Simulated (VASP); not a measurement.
# LiBr (rocksalt type) (Fm-3m) in VASP: further runs, part 2 of 3

VASP 6.6.1. Earlier steps stand in the parts before.

### Step 3. Single point, PBE (20.49 Å³/atom)

This run uses another cell than the first one, of 20.49 Å³/atom.

The input, INCAR:

```
PREC = Accurate ; ENCUT = 750
EDIFF = 1E-6 ; ISMEAR = -1
SIGMA = 0.08 ; LREAL = F
LASPH = T ; NELM = 120
ALGO = Normal ; ISIF = 2
LWAVE = F ; LCHARG = T
GGA = PE ; LELF = T
LVHAR = T ; NBANDS = 12
GGA_COMPAT = F
```

The input, KPOINTS:

```
regular mesh
0
Gamma
  12 12 12
```

The input, POSCAR:

```
LiBr
1.0
    0.0000000000      2.7363030834      2.7363030834
    2.7363030834      0.0000000000      2.7363030834
    2.7363030834      2.7363030834      0.0000000000
Li Br
1 1
Direct
    0.0000000000      0.0000000000      0.0000000000
    0.5000000000      0.5000000000      0.5000000000
```

Potentials or basis: VASP PAW PBE potentials, release 64 (Li_sv, Br).

Command:

```bash
$ cat potpaw_PBE.64/Li_sv/POTCAR potpaw_PBE.64/Br/POTCAR > POTCAR
$ mpirun -np 1 vasp_std > vasp.out
```

OUTCAR:

```text
PREC = Accurate
   ENCUT = 750
   EDIFF = 1E-6
   ISMEAR = -1
   LREAL = F
   LASPH = T
   NELM = 120
   ISIF = 2
   GGA = PE

 ion  position               nearest neighbor table
   1  0.000  0.000  0.000-
   2  0.500  0.500  0.500-

  LATTYP: Found a face centered cubic cell.
 ALAT       =     5.4726061668

  Lattice vectors:

 A1 = (   0.0000000000,   2.7363030834,   2.7363030834)
 A2 = (   2.7363030834,   0.0000000000,   2.7363030834)
 A3 = (   2.7363030834,   2.7363030834,   0.0000000000)

Analysis of symmetry for initial positions (statically):
=====================================================================
 Subroutine PRICEL returns:
 Original cell was already a primitive cell.

 Routine SETGRP: Setting up the symmetry group for a
 face centered cubic supercell.

 Subroutine GETGRP returns: Found 48 space group operations
 (whereof 48 operations were pure point group operations)
 out of a pool of 48 trial point group operations.

The static configuration has the point symmetry O_h .

Analysis of symmetry for dynamics (positions and initial velocities):
=====================================================================
 Subroutine PRICEL returns:
 Original cell was already a primitive cell.

 Routine SETGRP: Setting up the symmetry group for a
 face centered cubic supercell.

 Subroutine GETGRP returns: Found 48 space group operations
 (whereof 48 operations were pure point group operations)
 out of a pool of 48 trial point group operations.

The dynamic configuration has the point symmetry O_h .

 Subroutine INISYM returns: Found 48 space group operations
 (whereof 48 operations are pure point group operations),
 and found     1 'primitive' translations

----------------------------------------------------------------------------------------

                                     Primitive cell

  volume of cell :      40.9753

  direct lattice vectors                    reciprocal lattice vectors
     0.000000000  2.736303083  2.736303083    -0.182728296  0.182728296  0.182728296
     2.736303083  0.000000000  2.736303083     0.182728296 -0.182728296  0.182728296
     2.736303083  2.736303083  0.000000000     0.182728296  0.182728296 -0.182728296

  length of vectors
     3.869716931  3.869716931  3.869716931     0.316494693  0.316494693  0.316494693

  position of ions in fractional coordinates (direct lattice)
     0.000000000  0.000000000  0.000000000
     0.500000000  0.500000000  0.500000000

  ion indices of the primitive-cell ions
   primitive index   ion index
                 1           1
                 2           2

----------------------------------------------------------------------------------------

 KPOINTS: regular mesh

Automatic generation of k-mesh.
 Grid dimensions read from file:
 generate k-points for:   12   12   12

 Generating k-lattice:

  Cartesian coordinates                     Fractional coordinates (reciprocal lattice)
    -0.015227358  0.015227358  0.015227358     0.083333333  0.000000000  0.000000000
     0.015227358 -0.015227358  0.015227358     0.000000000  0.083333333  0.000000000
     0.015227358  0.015227358 -0.015227358     0.000000000  0.000000000  0.083333333

  Length of vectors
     0.026374558  0.026374558  0.026374558

  Shift w.r.t. Gamma in fractional coordinates (k-lattice)
     0.000000000  0.000000000  0.000000000

 Subroutine IBZKPT returns following result:
 ===========================================

 Found     72 irreducible k-points:

 Following reciprocal coordinates:
            Coordinates               Weight
  0.000000  0.000000  0.000000      1.000000
  0.083333  0.000000  0.000000      8.000000
  0.166667  0.000000  0.000000      8.000000
  0.250000  0.000000  0.000000      8.000000
  0.333333  0.000000  0.000000      8.000000
  0.416667  0.000000  0.000000      8.000000
[... 16 lines left out ...]
  0.500000  0.166667  0.000000     24.000000
 -0.416667  0.166667  0.000000     24.000000
 [... further k-points ...]
   k-points           NKPTS =     72   k-points in BZ     NKDIM =     72   number of bands    NBANDS=     12
   number of dos      NEDOS =    301   number of ions     NIONS =      2
   total plane-waves  NPLWV =  46656
   dimension x,y,z NGX =    36 NGY =   36 NGZ =   36
   dimension x,y,z NGXF=    72 NGYF=   72 NGZF=   72
   ions per type =               1   1
   NGX,Y,Z   is equivalent  to a cutoff of  15.47, 15.47, 15.47 a.u.
   NGXF,Y,Z  is equivalent  to a cutoff of  30.93, 30.93, 30.93 a.u.
 SYSTEM =  unknown system
   PREC   = accura    normal or accurate (medium, high low for compatibility)
   ISTART =      0    job   : 0-new  1-cont  2-samecut
   ICHARG =      2    charge: 1-file 2-atom 10-const
   ISPIN  =      1    spin polarized calculation?
   LNONCOLLINEAR =      F non collinear calculations
   LSORBIT =      F    spin-orbit coupling
   LASPH  =      T    aspherical Exc in radial PAW
   ENCUT  =  750.0 eV  55.12 Ry    7.42 a.u.   8.64  8.64  8.64*2*pi/ulx,y,z
   NELM   =    120;   NELMIN=  2; NELMDL= -5     # of ELM steps
   EDIFF  = 0.1E-05   stopping-criterion for ELM
   LREAL  =      F    real-space projection
   EDIFFG = 0.1E-04   stopping-criterion for IOM
   NSW    =      0    number of steps for IOM
   IBRION =     -1    ionic relax: 0-MD 1-quasi-New 2-CG
   NFREE  =      0    steps in history (QN), initial steepest desc. (CG)
   ISIF   =      2    stress and relaxation
   ISYM   =      2    0-nonsym 1-usesym 2-fastsym
   POTIM  = 0.5000    time-step for ionic-motion
   TEBEG  =    0.0;   TEEND  =   0.0 temperature during run
   PSTRESS=    0.0 pullay stress
   NELECT =      10.0000    total number of electrons
   NUPDOWN=      -1.0000    fix difference up-down
   EMIN   =  10.00;   EMAX   =-10.00  energy-range for DOS
   EFERMI =   0.00;   METHOD = LEGACY
   ISMEAR =    -1;   SIGMA  =   0.08  broadening in eV -4-tet -1-fermi 0-gaus
   EFERMI_NEDOS =   21; number of points for ismear=-14 and -15
   IALGO  =     38    algorithm
   IMIX   =      4    mixing-type and parameters
     AMIX     =   0.40;   BMIX     =  1.00
     AMIX_MAG =   1.60;   BMIX_MAG =  1.00
  volume/ion in A,a.u.               =      20.49       138.26
  Fermi-wavevector in a.u.,A,eV,Ry     =   1.023059  1.933301 14.240531  1.046649
  Thomas-Fermi vector in A             =   2.156772
   LORBIT       =      0    0 simple, 1 ext, 2 COOP (PROOUT), +10 PAW based schemes
   GGA     = PE    functional components
   LHFCALC =     F    Hartree Fock is set to
   AEXX    =    0.0000 exact exchange contribution
   IVDW    =     0    specifies the selected vdW correction
   LEPSILON=     F    determine dielectric tensor
   LRPA    =     F    only Hartree local field effects (RPA)
 non-spin polarized calculation
  energy-cutoff  :      750.00
  volume of cell :       40.98
 maximum number of plane-waves:      1932
   NGX = 17   NGY = 17   NGZ = 17

 number of electron      10.0000001 magnetization

 Free energy of the ion-electron system (eV)
  ---------------------------------------------------
  ext. energy  EPLUGINS =         0.00000000
  ---------------------------------------------------
  free energy    TOTEN  =        -6.64011175 eV

  energy without entropy =       -6.64011175  energy(sigma->0) =       -6.64011175

 E-fermi :   2.1183     XC(G=0):  -8.4909

 val. band max:        0.4269337078   @ k =  -0.0833   0.0833   0.0000
 cond. band min:       5.4316849401   @ k =   0.0000   0.0000   0.0000
 fundamental gap:      5.0047512323
 Fermi energy:         2.1183406330

 k-point     1 :       0.0000    0.0000    0.0000
  band No.  band energies     occupation
      1     -43.9526      2.00000
      2     -13.0645      2.00000
      3       0.4212      2.00000
      4       0.4212      2.00000
      5       0.4212      2.00000
      6       5.4317      0.00000
      7      10.9340      0.00000
      8      10.9340      0.00000
      9      10.9340      0.00000
     10      12.7319      0.00000
     11      12.7319      0.00000
     12      12.7319      0.00000
[... 331 lines left out ...]
 k-point    24 :      -0.4167    0.1667    0.0000
  band No.  band energies     occupation
      1     -43.9514      2.00000
      2     -12.5181      2.00000
      3      -2.3269      2.00000
      4      -0.6576      2.00000
      5      -0.0055      2.00000
      6       6.9707      0.00000
      7       8.5980      0.00000
      8       9.0854      0.00000
      9      11.5932      0.00000
     10      14.3804      0.00000
     11      15.1219      0.00000
     12      15.4392      0.00000

 [... further k-points ...]

------------------------ aborting loop because EDIFF is reached ----------------------------------------

  FORCE on cell =-STRESS in cart. coord.  units (eV):
  Direction    XX          YY          ZZ          XY          YZ          ZX
  --------------------------------------------------------------------------------------
  -------------------------------------------------------------------------------------
  Total        0.1311566      0.1311566      0.1311566     -0.0000000      0.0000000     -0.0000000
  in kB        5.1283563      5.1283563      5.1283563     -0.0000000      0.0000000     -0.0000000
  external PRESSURE =       5.1283563 kB  Pullay stress =       0.0000000 kB

 VOLUME and BASIS-vectors are now :
 -----------------------------------------------------------------------------
  energy-cutoff  :      750.00
  volume of cell :       40.98
      direct lattice vectors                 reciprocal lattice vectors
     0.000000000  2.736303083  2.736303083    -0.182728296  0.182728296  0.182728296
     2.736303083  0.000000000  2.736303083     0.182728296 -0.182728296  0.182728296
     2.736303083  2.736303083  0.000000000     0.182728296  0.182728296 -0.182728296

 POSITION                                       TOTAL-FORCE (eV/Angst)
 -----------------------------------------------------------------------------------
      0.00000      0.00000      0.00000         0.000000      0.000000     -0.000000
      2.73630      2.73630      2.73630        -0.000000     -0.000000      0.000000
 -----------------------------------------------------------------------------------
    total drift:                                0.000000      0.000000      0.000000

  FREE ENERGIE OF THE ION-ELECTRON SYSTEM (eV)
  ---------------------------------------------------
  free  energy   TOTEN  =        -6.6401117549 eV

  energy  without entropy=       -6.6401117547  energy(sigma->0) =       -6.64011175
```

stdout:

```text
POSCAR found type information on POSCAR LiBr
 POSCAR found :  2 types and       2 ions
 scaLAPACK will be used
 LDA part: xc-table for (Slater+PW92), standard interpolation
 POSCAR, INCAR and KPOINTS ok, starting setup
 FFT: planning ... GRIDC
 FFT: planning ... GRID_SOFT
 FFT: planning ... GRID
 WAVECAR not read
 entering main loop
```

Wall time 61 s (1 thread of Intel Xeon 8259CL, shared host); peak memory 0.23 GiB.

What came out:

| Quantity | Value |
| --- | --- |
| Free energy | -6.6401 eV |
| Pressure | 0.5 GPa |
| Band gap on the k mesh | 5.00 eV (least direct gap 5.01 eV) |

Levels at points of the mesh, in eV from the valence-band top:
```tsv
k point	band 3	band 4	band 5	band 6	band 7	band 8
(0.00, 0.00, 0.00)	-0.01	-0.01	-0.01	5.00	10.51	10.51
(0.50, 0.00, 0.00)	-2.95	-0.27	-0.27	5.63	8.10	8.10
(0.50, 0.50, 0.00)	-2.96	-1.17	-1.17	6.26	7.08	11.75
```

A k mesh can miss the band edges.

### Step 4. Single point, PBE

This run uses another cell than the first one, of 20.91 Å³/atom.

The input, INCAR:

```
PREC = Accurate
ENCUT = 750
EDIFF = 1E-6
ISMEAR = -1
SIGMA = 0.08
LREAL = False
LASPH = True
NELM = 120
ALGO = Normal
ISIF = 2
LWAVE = False
LCHARG = False
GGA = PE
NBANDS = 12
GGA_COMPAT = False
```

KPOINTS is that of step 3.

The input, POSCAR:

```
LiBr
1.0
    0.0000000000      2.7547921786      2.7547921786
    2.7547921786      0.0000000000      2.7547921786
    2.7547921786      2.7547921786      0.0000000000
Li Br
1 1
Direct
    0.0000000000      0.0000000000      0.0000000000
    0.5000000000      0.5000000000      0.5000000000
```

Potentials or basis: VASP PAW PBE potentials, release 64 (Li_sv, Br).

Command:

```bash
$ cat potpaw_PBE.64/Li_sv/POTCAR potpaw_PBE.64/Br/POTCAR > POTCAR
$ mpirun -np 1 vasp_std > vasp.out
```

OUTCAR:

```text
PREC = Accurate
   ENCUT = 750
   EDIFF = 1E-6
   ISMEAR = -1
   LREAL = False
   LASPH = True
   NELM = 120
   ISIF = 2
   GGA = PE

 ion  position               nearest neighbor table
   1  0.000  0.000  0.000-
   2  0.500  0.500  0.500-

  LATTYP: Found a face centered cubic cell.
 ALAT       =     5.5095843572

  Lattice vectors:

 A1 = (   0.0000000000,   2.7547921786,   2.7547921786)
 A2 = (   2.7547921786,   0.0000000000,   2.7547921786)
 A3 = (   2.7547921786,   2.7547921786,   0.0000000000)

Analysis of symmetry for initial positions (statically):
=====================================================================
 Subroutine PRICEL returns:
 Original cell was already a primitive cell.

 Routine SETGRP: Setting up the symmetry group for a
 face centered cubic supercell.

 Subroutine GETGRP returns: Found 48 space group operations
 (whereof 48 operations were pure point group operations)
 out of a pool of 48 trial point group operations.

The static configuration has the point symmetry O_h .

Analysis of symmetry for dynamics (positions and initial velocities):
=====================================================================
 Subroutine PRICEL returns:
 Original cell was already a primitive cell.

 Routine SETGRP: Setting up the symmetry group for a
 face centered cubic supercell.

 Subroutine GETGRP returns: Found 48 space group operations
 (whereof 48 operations were pure point group operations)
 out of a pool of 48 trial point group operations.

The dynamic configuration has the point symmetry O_h .

 Subroutine INISYM returns: Found 48 space group operations
 (whereof 48 operations are pure point group operations),
 and found     1 'primitive' translations

[... 115 lines left out ...]
  volume/ion in A,a.u.               =      20.91       141.08
  Fermi-wavevector in a.u.,A,eV,Ry     =   1.016193  1.920325 14.050018  1.032647
  Thomas-Fermi vector in A             =   2.149522
   LORBIT       =      0    0 simple, 1 ext, 2 COOP (PROOUT), +10 PAW based schemes
   GGA     = PE    functional components
   LHFCALC =     F    Hartree Fock is set to
   AEXX    =    0.0000 exact exchange contribution
   IVDW    =     0    specifies the selected vdW correction
   LEPSILON=     F    determine dielectric tensor
   LRPA    =     F    only Hartree local field effects (RPA)
 non-spin polarized calculation
  energy-cutoff  :      750.00
  volume of cell :       41.81
 maximum number of plane-waves:      1964
   NGX = 17   NGY = 17   NGZ = 17

 number of electron      10.0000001 magnetization

 Free energy of the ion-electron system (eV)
  ---------------------------------------------------
  ext. energy  EPLUGINS =         0.00000000
  ---------------------------------------------------
  free energy    TOTEN  =        -6.64151796 eV

  energy without entropy =       -6.64151796  energy(sigma->0) =       -6.64151796

 E-fermi :   2.0997     XC(G=0):  -8.4067

 val. band max:        0.2846134513   @ k =  -0.0833   0.0833   0.0000
 cond. band min:       5.2016034171   @ k =   0.0000   0.0000   0.0000
 fundamental gap:      4.9169899658
 Fermi energy:         2.0997385714

 k-point     1 :       0.0000    0.0000    0.0000
  band No.  band energies     occupation
      1     -44.1252      2.00000
      2     -13.1375      2.00000
      3       0.2792      2.00000
      4       0.2792      2.00000
      5       0.2792      2.00000
      6       5.2016      0.00000
      7      10.7763      0.00000
      8      10.7763      0.00000
      9      10.7763      0.00000
     10      12.4997      0.00000
     11      12.4997      0.00000
     12      12.4997      0.00000
[... 331 lines left out ...]
 k-point    24 :      -0.4167    0.1667    0.0000
  band No.  band energies     occupation
      1     -44.1241      2.00000
      2     -12.6190      2.00000
      3      -2.3865      2.00000
      4      -0.7612      2.00000
      5      -0.1320      2.00000
      6       6.8049      0.00000
      7       8.4226      0.00000
      8       8.9224      0.00000
      9      11.2998      0.00000
     10      14.1379      0.00000
     11      14.9003      0.00000
     12      15.1823      0.00000

 [... further k-points ...]

------------------------ aborting loop because EDIFF is reached ----------------------------------------

  FORCE on cell =-STRESS in cart. coord.  units (eV):
  Direction    XX          YY          ZZ          XY          YZ          ZX
  --------------------------------------------------------------------------------------
  -------------------------------------------------------------------------------------
  Total       -0.0074636     -0.0074636     -0.0074636     -0.0000000     -0.0000000     -0.0000000
  in kB       -0.2859971     -0.2859971     -0.2859971     -0.0000000     -0.0000000     -0.0000000
  external PRESSURE =      -0.2859971 kB  Pullay stress =       0.0000000 kB

 VOLUME and BASIS-vectors are now :
 -----------------------------------------------------------------------------
  energy-cutoff  :      750.00
  volume of cell :       41.81
      direct lattice vectors                 reciprocal lattice vectors
     0.000000000  2.754792179  2.754792179    -0.181501895  0.181501895  0.181501895
     2.754792179  0.000000000  2.754792179     0.181501895 -0.181501895  0.181501895
     2.754792179  2.754792179  0.000000000     0.181501895  0.181501895 -0.181501895

 POSITION                                       TOTAL-FORCE (eV/Angst)
 -----------------------------------------------------------------------------------
      0.00000      0.00000      0.00000         0.000000      0.000000     -0.000000
      2.75479      2.75479      2.75479        -0.000000     -0.000000      0.000000
 -----------------------------------------------------------------------------------
    total drift:                                0.000000      0.000000      0.000000

  FREE ENERGIE OF THE ION-ELECTRON SYSTEM (eV)
  ---------------------------------------------------
  free  energy   TOTEN  =        -6.6415179559 eV

  energy  without entropy=       -6.6415179558  energy(sigma->0) =       -6.64151796
```

It took 63 s on 1 thread of Intel Xeon 8259CL, shared host; peak memory 0.24 GiB.

What came out:

| Property | Result |
| --- | --- |
| Free energy | -6.6415 eV |
| Pressure | 0.0 GPa |
| Band gap on the k mesh | 4.92 eV (least direct gap 4.92 eV) |

Levels at points of the mesh, in eV from the valence-band top:
| k point | band 3 | band 4 | band 5 | band 6 | band 7 | band 8 |
| --- | --- | --- | --- | --- | --- | --- |
| (0.00, 0.00, 0.00) | -0.01 | -0.01 | -0.01 | 4.92 | 10.49 | 10.49 |
| (0.50, 0.00, 0.00) | -2.86 | -0.26 | -0.26 | 5.62 | 8.10 | 8.10 |
| (0.50, 0.50, 0.00) | -2.86 | -1.13 | -1.13 | 6.23 | 7.12 | 11.58 |

### Step 5. Single point, PBE (21.32 Å³/atom)

This run uses another cell than the first one, of 21.32 Å³/atom.

The input, INCAR:

```
SYSTEM = LiBr
ALGO = Normal
EDIFF = 1E-6
ENCUT = 750
GGA = PE
GGA_COMPAT = .FALSE.
ISIF = 2
ISMEAR = -1
LASPH = .TRUE.
LCHARG = .TRUE.
LELF = .TRUE.
LREAL = .FALSE.
LVHAR = .TRUE.
LWAVE = .FALSE.
NBANDS = 12
NELM = 120
PREC = Accurate
SIGMA = 0.08
```

The input, KPOINTS:

```
k-points
0
G
  12 12 12
  0 0 0
```

The input, POSCAR:

```
LiBr
1.0
    0.0000000000      2.7730363671      2.7730363671
    2.7730363671      0.0000000000      2.7730363671
    2.7730363671      2.7730363671      0.0000000000
Li Br
1 1
Direct
    0.0000000000      0.0000000000      0.0000000000
    0.5000000000      0.5000000000      0.5000000000
```

Command:

```bash
$ cat potpaw_PBE.64/Li_sv/POTCAR potpaw_PBE.64/Br/POTCAR > POTCAR
$ mpirun -np 1 vasp_std > vasp.out
```

Run time: 82 s. Hardware: 1 thread of Intel Xeon 8259CL, shared host; peak memory 0.24 GiB.

The run converged. Its results:

| Property | Result |
| --- | --- |
| Free energy | -6.6402 eV |
| Pressure | -0.5 GPa |
| Band gap on the k mesh | 4.83 eV |

Levels at points of the mesh, in eV from the valence-band top:
```
           k point  band 2  band 3  band 4  band 5  band 6  band 7  band 8  band 9
(0.00, 0.00, 0.00)  -13.36   -0.01   -0.01   -0.01    4.83   10.48   10.48   10.48
(0.50, 0.00, 0.00)  -12.91   -2.78   -0.26   -0.26    5.61    8.09    8.09   11.51
(0.50, 0.50, 0.00)  -12.74   -2.77   -1.09   -1.09    6.20    7.15   11.42   12.27
```

A k mesh can miss the band edges.

(Continued in part 3 of 3.)
